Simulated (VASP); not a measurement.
# AlRu in VASP: single point with PBE

Aim: the single point of AlRu with PBE.

Program: VASP 6.6.1. These are calculated values, not measurements. Logs are shortened: lines on timing, memory, paths and dates and some standing lists are left out, and cuts for length are marked.

## (1) The cell of the first run

The cell holds a wire or tube with vacuum around it, 24 atoms: a = 16.400 Å, b = 15.700 Å, c = 5.034 Å, α = 90.00°, β = 90.00°, γ = 90.00°.

## (2) Single point, PBE

INCAR

```
SYSTEM = AlRu
PREC = Accurate
ENCUT = 400
EDIFF = 1E-6
ISMEAR = 0
SIGMA = 0.05
LREAL = .False.
LASPH = .True.
NELM = 120
ALGO = Normal
ISIF = 2
LWAVE = .False.
LCHARG = .False.
GGA = PE
NBANDS = 120
GGA_COMPAT = .False.
```

KPOINTS

```
regular mesh
0
Gamma
  1 1 11
  0 0 0
```

POSCAR

```
AlRu
1.0
   16.4000000000      0.0000000000      0.0000000000
    0.0000000000     15.7000000000      0.0000000000
    0.0000000000      0.0000000000      5.0339741292
Al Ru
12 12
Direct
    0.3502701174      0.4322292484      0.0000442653
    0.3536179203      0.6992867032     -0.0026919189
    0.2802946547      0.5666083323      0.3360872891
    0.5733563661      0.3017625141      0.0025870480
    0.5752866115      0.5679611126     -0.0000295918
    0.5000000000      0.4317406179      0.3333333333
    0.4266436339      0.3017625141      0.6640796186
    0.5000000000      0.7031811113      0.3333333333
    0.4247133885      0.5679611126      0.6666962585
    0.7197053453      0.5666083323      0.3305793775
    0.6497298826      0.4322292484      0.6666224013
    0.6463820797      0.6992867032      0.6693585856
    0.4274706917      0.3015865156      0.1596816814
    0.4288131802      0.5654900996      0.1666913791
    0.3514324346      0.4329487085      0.5000330742
    0.3531032168      0.6986677846      0.4929275988
    0.2805494693      0.5673775464      0.8404753296
    0.6485675654      0.4329487085      0.1666335924
    0.5725293083      0.3015865156      0.5069849853
    0.6468967832      0.6986677846      0.1737390679
    0.5711868198      0.5654900996      0.4999752876
    0.5000000000      0.4366758388      0.8333333333
    0.5000000000      0.7017649650      0.8333333333
    0.7194505307      0.5673775464      0.8261913370
```

Potentials or basis: VASP PAW PBE potentials, release 64 (Al, Ru_pv).

Command:

```console
$ cat potpaw_PBE.64/Al/POTCAR potpaw_PBE.64/Ru_pv/POTCAR > POTCAR
$ mpirun -np 1 vasp_std > vasp.out
```

OUTCAR:

```text
SYSTEM = AlRu
   PREC = Accurate
   ENCUT = 400
   EDIFF = 1E-6
   ISMEAR = 0
   LREAL = .False.
   LASPH = .True.
   NELM = 120
   ISIF = 2
   GGA = PE

 ion  position               nearest neighbor table
   1  0.350  0.432  0.000-  15 2.52  15 2.52  17 2.54  13 2.54  22 2.60  14 2.60   7 2.94   3 2.94
                             6 2.97   9 2.97
   2  0.354  0.699  0.997-  16 2.49  17 2.52  23 2.54  16 2.54  14 2.58   9 2.89   8 2.94   3 2.95

   3  0.280  0.567  0.336-  17 2.49  16 2.52  15 2.54  17 2.54  14 2.58   9 2.89   1 2.94   2 2.95

   4  0.573  0.302  0.003-  19 2.49  13 2.52  18 2.54  19 2.54  22 2.58   6 2.90  11 2.94   7 2.95

   5  0.575  0.568  1.000-  21 2.52  21 2.52  24 2.52  20 2.52  14 2.54  22 2.54  23 2.58  18 2.58
                            10 2.89  12 2.89  11 2.97   8 2.97   9 2.99   6 2.99
   6  0.500  0.432  0.333-  22 2.52  22 2.52  13 2.52  19 2.52  14 2.54  21 2.54  15 2.58  18 2.58
                             4 2.90   7 2.90   1 2.97  11 2.97   5 2.99   9 2.99
   7  0.427  0.302  0.664-  13 2.49  19 2.52  15 2.54  13 2.54  22 2.58   6 2.90   1 2.94   4 2.95
[... 27 lines left out ...]
  21  0.571  0.565  0.500-   5 2.52   5 2.52   6 2.54   9 2.54  10 2.58  12 2.58   8 2.60  11 2.60
                            14 2.88  22 2.88  24 2.93  20 2.93  18 2.96  23 2.96
  22  0.500  0.437  0.833-   6 2.52   6 2.52   9 2.54   5 2.54   7 2.58   4 2.58  11 2.60   1 2.60
                            21 2.88  14 2.88  19 2.93  13 2.93  18 2.96  15 2.96
  23  0.500  0.702  0.833-   8 2.52   8 2.52  12 2.54   2 2.54   9 2.58   5 2.58  16 2.96  20 2.96
                            21 2.96  14 2.96
  24  0.719  0.567  0.826-  10 2.49  12 2.52   5 2.52  10 2.54  11 2.54  21 2.93  20 2.95  18 2.96

  LATTYP: Found a simple orthorhombic cell.
 ALAT       =     5.0339741292
 B/A-ratio  =     3.1188082412
 C/A-ratio  =     3.2578633857

  Lattice vectors:

 A1 = (   0.0000000000,   0.0000000000,  -5.0339741292)
 A2 = (   0.0000000000,  15.7000000000,   0.0000000000)
 A3 = (  16.4000000000,   0.0000000000,   0.0000000000)

Analysis of symmetry for initial positions (statically):
=====================================================================
 Subroutine PRICEL returns:
 Original cell was already a primitive cell.

 Routine SETGRP: Setting up the symmetry group for a
 simple orthorhombic supercell.

 Subroutine GETGRP returns: Found  2 space group operations
 (whereof  1 operations were pure point group operations)
 out of a pool of  8 trial point group operations.

The static configuration has the point symmetry C_1 .
 The point group associated with its full space group is C_2 .

Analysis of symmetry for dynamics (positions and initial velocities):
=====================================================================
 Subroutine PRICEL returns:
 Original cell was already a primitive cell.

 Routine SETGRP: Setting up the symmetry group for a
 simple orthorhombic supercell.

 Subroutine GETGRP returns: Found  2 space group operations
 (whereof  1 operations were pure point group operations)
 out of a pool of  8 trial point group operations.

The dynamic configuration has the point symmetry C_1 .
 The point group associated with its full space group is C_2 .

 Subroutine INISYM returns: Found  2 space group operations
 (whereof  1 operations are pure point group operations),
 and found     1 'primitive' translations

----------------------------------------------------------------------------------------

                                     Primitive cell

  volume of cell :    1296.1477

  direct lattice vectors                    reciprocal lattice vectors
    16.400000000  0.000000000  0.000000000     0.060975610  0.000000000  0.000000000
     0.000000000 15.700000000  0.000000000     0.000000000  0.063694268  0.000000000
     0.000000000  0.000000000  5.033974129     0.000000000  0.000000000  0.198650206

  length of vectors
    16.400000000 15.700000000  5.033974129     0.060975610  0.063694268  0.198650206

  position of ions in fractional coordinates (direct lattice)
     0.350270117  0.432229248  0.000044265
     0.353617920  0.699286703  0.997308081
     0.280294655  0.566608332  0.336087289
     0.573356366  0.301762514  0.002587048
     0.575286611  0.567961113  0.999970408
     0.500000000  0.431740618  0.333333333
[... 16 lines left out ...]
     0.500000000  0.701764965  0.833333333
     0.719450531  0.567377546  0.826191337

  ion indices of the primitive-cell ions
   primitive index   ion index
                 1           1
                 2           2
                 3           3
                 4           4
                 5           5
                 6           6
[... 16 lines left out ...]
                23          23
                24          24

----------------------------------------------------------------------------------------

 KPOINTS: regular mesh

Automatic generation of k-mesh.
 Grid dimensions read from file:
 generate k-points for:    1    1   11

 Generating k-lattice:

  Cartesian coordinates                     Fractional coordinates (reciprocal lattice)
     0.060975610  0.000000000  0.000000000     1.000000000  0.000000000  0.000000000
     0.000000000  0.063694268  0.000000000     0.000000000  1.000000000  0.000000000
     0.000000000  0.000000000  0.018059110     0.000000000  0.000000000  0.090909091

  Length of vectors
     0.060975610  0.063694268  0.018059110

  Shift w.r.t. Gamma in fractional coordinates (k-lattice)
     0.000000000  0.000000000  0.000000000

 Subroutine IBZKPT returns following result:
 ===========================================

 Found      6 irreducible k-points:

 Following reciprocal coordinates:
            Coordinates               Weight
  0.000000  0.000000  0.000000      1.000000
  0.000000  0.000000  0.090909      2.000000
  0.000000  0.000000  0.181818      2.000000
  0.000000  0.000000  0.272727      2.000000
  0.000000  0.000000  0.363636      2.000000
  0.000000  0.000000  0.454545      2.000000
   k-points           NKPTS =      6   k-points in BZ     NKDIM =      6   number of bands    NBANDS=    120
   number of dos      NEDOS =    301   number of ions     NIONS =     24
   total plane-waves  NPLWV = 419904
   dimension x,y,z NGX =   108 NGY =  108 NGZ =   36
   dimension x,y,z NGXF=   216 NGYF=  216 NGZF=   72
   ions per type =              12  12
   NGX,Y,Z   is equivalent  to a cutoff of  10.95, 11.44, 11.89 a.u.
   NGXF,Y,Z  is equivalent  to a cutoff of  21.90, 22.87, 23.78 a.u.
 SYSTEM =  AlRu
   PREC   = accura    normal or accurate (medium, high low for compatibility)
   ISTART =      0    job   : 0-new  1-cont  2-samecut
   ICHARG =      2    charge: 1-file 2-atom 10-const
   ISPIN  =      1    spin polarized calculation?
   LNONCOLLINEAR =      F non collinear calculations
   LSORBIT =      F    spin-orbit coupling
   LASPH  =      T    aspherical Exc in radial PAW
   ENCUT  =  400.0 eV  29.40 Ry    5.42 a.u.  26.74 25.60  8.21*2*pi/ulx,y,z
   NELM   =    120;   NELMIN=  2; NELMDL= -5     # of ELM steps
   EDIFF  = 0.1E-05   stopping-criterion for ELM
   LREAL  =      F    real-space projection
   EDIFFG = 0.1E-04   stopping-criterion for IOM
   NSW    =      0    number of steps for IOM
   IBRION =     -1    ionic relax: 0-MD 1-quasi-New 2-CG
   NFREE  =      0    steps in history (QN), initial steepest desc. (CG)
   ISIF   =      2    stress and relaxation
   ISYM   =      2    0-nonsym 1-usesym 2-fastsym
   POTIM  = 0.5000    time-step for ionic-motion
   TEBEG  =    0.0;   TEEND  =   0.0 temperature during run
   PSTRESS=    0.0 pullay stress
   NELECT =     204.0000    total number of electrons
   NUPDOWN=      -1.0000    fix difference up-down
   EMIN   =  10.00;   EMAX   =-10.00  energy-range for DOS
   EFERMI =   0.00;   METHOD = LEGACY
   ISMEAR =     0;   SIGMA  =   0.05  broadening in eV -4-tet -1-fermi 0-gaus
   EFERMI_NEDOS =   21; number of points for ismear=-14 and -15
   IALGO  =     38    algorithm
   IMIX   =      4    mixing-type and parameters
     AMIX     =   0.40;   BMIX     =  1.00
     AMIX_MAG =   1.60;   BMIX_MAG =  1.00
  volume/ion in A,a.u.               =      54.01       364.45
  Fermi-wavevector in a.u.,A,eV,Ry     =   0.883894  1.670317 10.629799  0.781268
  Thomas-Fermi vector in A             =   2.004721
   LORBIT       =      0    0 simple, 1 ext, 2 COOP (PROOUT), +10 PAW based schemes
   GGA     = PE    functional components
   LHFCALC =     F    Hartree Fock is set to
   AEXX    =    0.0000 exact exchange contribution
   IVDW    =     0    specifies the selected vdW correction
   LEPSILON=     F    determine dielectric tensor
   LRPA    =     F    only Hartree local field effects (RPA)
 non-spin polarized calculation
 Gauss-broadening in eV      SIGMA  =   0.05
  energy-cutoff  :      400.00
  volume of cell :     1296.15
 maximum number of plane-waves:     23600
 NGX is ok and might be reduce to   108
   NGX = 53   NGY = 51   NGZ = 17

 number of electron     204.0000004 magnetization

 Free energy of the ion-electron system (eV)
  ---------------------------------------------------
  ext. energy  EPLUGINS =         0.00000000
  ---------------------------------------------------
  free energy    TOTEN  =      -148.86110437 eV

  energy without entropy =     -148.82526438  energy(sigma->0) =     -148.84318437

 E-fermi :  -0.6176     XC(G=0):  -4.3937

 val. band max:       -0.6212731477   @ k =   0.0000   0.0000   0.2727
 cond. band min:      -0.6108852580   @ k =   0.0000   0.0000   0.1818
 fundamental gap:      0.0103878897
 Fermi energy:        -0.6175925269

 k-point     1 :       0.0000    0.0000    0.0000
  band No.  band energies     occupation
      1     -42.7069      2.00000
      2     -42.7069      2.00000
      3     -42.7041      2.00000
      4     -42.6777      2.00000
      5     -42.6582      2.00000
      6     -42.6580      2.00000
[... 691 lines left out ...]
    113       0.7198      0.00000
    114       1.0786      0.00000
 [bands above 114 left out]

------------------------ aborting loop because EDIFF is reached ----------------------------------------

  FORCE on cell =-STRESS in cart. coord.  units (eV):
  Direction    XX          YY          ZZ          XY          YZ          ZX
  --------------------------------------------------------------------------------------
  -------------------------------------------------------------------------------------
  Total       -0.9208495     -0.9256937     -0.9609911      0.0000000      0.0000000      0.0008975
  in kB       -1.1382686     -1.1442565     -1.1878879      0.0000000      0.0000000      0.0011094
  external PRESSURE =      -1.1568043 kB  Pullay stress =       0.0000000 kB

 VOLUME and BASIS-vectors are now :
 -----------------------------------------------------------------------------
  energy-cutoff  :      400.00
  volume of cell :     1296.15
      direct lattice vectors                 reciprocal lattice vectors
    16.400000000  0.000000000  0.000000000     0.060975610  0.000000000  0.000000000
     0.000000000 15.700000000  0.000000000     0.000000000  0.063694268  0.000000000
     0.000000000  0.000000000  5.033974129     0.000000000  0.000000000  0.198650206

 POSITION                                       TOTAL-FORCE (eV/Angst)
 -----------------------------------------------------------------------------------
      5.74443      6.78600      0.00022        -0.002323     -0.001194     -0.000064
      5.79933     10.97880      5.02042        -0.002109      0.005366     -0.001095
      4.59683      8.89575      1.69185        -0.005891     -0.000838      0.001110
      9.40304      4.73767      0.01302         0.003678     -0.004357      0.001042
      9.43470      8.91699      5.03383         0.000847      0.000391      0.000245
      8.20000      6.77833      1.67799         0.000000     -0.000799     -0.000000
[... 16 lines left out ...]
      8.20000     11.01771      4.19498         0.000000      0.008890     -0.000000
     11.79899      8.90783      4.15903         0.010424     -0.002845      0.004027
 -----------------------------------------------------------------------------------
    total drift:                                0.000000     -0.000673      0.000002

  FREE ENERGIE OF THE ION-ELECTRON SYSTEM (eV)
  ---------------------------------------------------
  free  energy   TOTEN  =      -148.8611043717 eV

  energy  without entropy=     -148.8252643752  energy(sigma->0) =     -148.84318437
```

Run time: 25 min. Hardware: 1 thread of AMD EPYC 9R45 (Zen 5), shared host; peak memory 0.98 GiB.

What came out:

* Free energy: -148.8611 eV
* Largest force: 0.013 eV/Å
* Band gap on the k mesh: zero (bands 102 and 103 overlap by 0.12 eV)

Forces on the atoms (eV/Å):
```
Al  -0.002 -0.001  0.000
Al  -0.002  0.005 -0.001
Al  -0.006 -0.001  0.001
Al   0.004 -0.004  0.001
Al   0.001  0.000  0.000
Al   0.000 -0.001  0.000
Al  -0.004 -0.004 -0.001
Al   0.000  0.003  0.000
Al  -0.001  0.000  0.000
Al   0.006 -0.001 -0.001
Al   0.002 -0.001  0.000
Al   0.002  0.005  0.001
Ru  -0.008 -0.009  0.004
Ru   0.000  0.000  0.000
Ru  -0.008 -0.005  0.000
Ru  -0.003  0.012  0.004
Ru  -0.010 -0.003 -0.004
Ru   0.008 -0.005  0.000
Ru   0.008 -0.009 -0.004
Ru   0.003  0.012 -0.004
Ru   0.000  0.000  0.000
Ru   0.000  0.000  0.000
Ru   0.000  0.009  0.000
Ru   0.010 -0.003  0.004
```
